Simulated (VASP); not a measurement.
A run of VASP 6.6.1:

Contents of INCAR:

```
SYSTEM = NaTa6
PREC = Accurate
ENCUT = 520
EDIFF = 1E-6
ISMEAR = 0
SIGMA = 0.1
LREAL = .False.
LASPH = .True.
NELM = 60
ALGO = Normal
ISIF = 2
LWAVE = .False.
LCHARG = .True.
LDIPOL = .True.
IDIPOL = 3
DIPOL = 0.5 0.5 0.347
GGA = PS
LELF = .True.
LVHAR = .True.
LVACPOTAV = .True.
NBANDS = 46
```

KPOINTS

```
Automatic mesh
0
Gamma
  6 6 1
  0 0 0
```

Contents of POSCAR:

```
NaTa6
1.0
    4.6393552080      0.0000000000      0.0000000000
   -2.3196776040      4.0177994673      0.0000000000
    0.0000000000      0.0000000000     19.9442140487
Ta Na
6 1
Direct
    0.6666666667      0.3333333333      0.2005594199
    0.3333333333      0.6666666666      0.2480420840
    0.0000000000      0.0000000000      0.2955247481
    0.6666666667      0.3333333333      0.3400438158
    0.3333333333      0.6666666666      0.3814862476
    0.0000000000      0.0000000000      0.4233916678
    0.4444444444      0.2222222222      0.5387273129
```

Potentials or basis: VASP PAW PBE potentials, release 64 (Ta_pv, Na_pv).

Run with:

```sh
$ cat potpaw_PBE.64/Ta_pv/POTCAR potpaw_PBE.64/Na_pv/POTCAR > POTCAR
$ mpirun -np 1 vasp_std > vasp.out
```

Hardware: 1 thread of Intel(R) Xeon(R) 6975P-C (Granite Rapids), on a shared host.

Problem. How long does it take, and how much memory?

Solution. It took 5.1 min on 1 thread of Intel(R) Xeon(R) 6975P-C (Granite Rapids), with other jobs on the host, peak memory 0.53 GiB. Counts: scf iterations 29, k points 13.
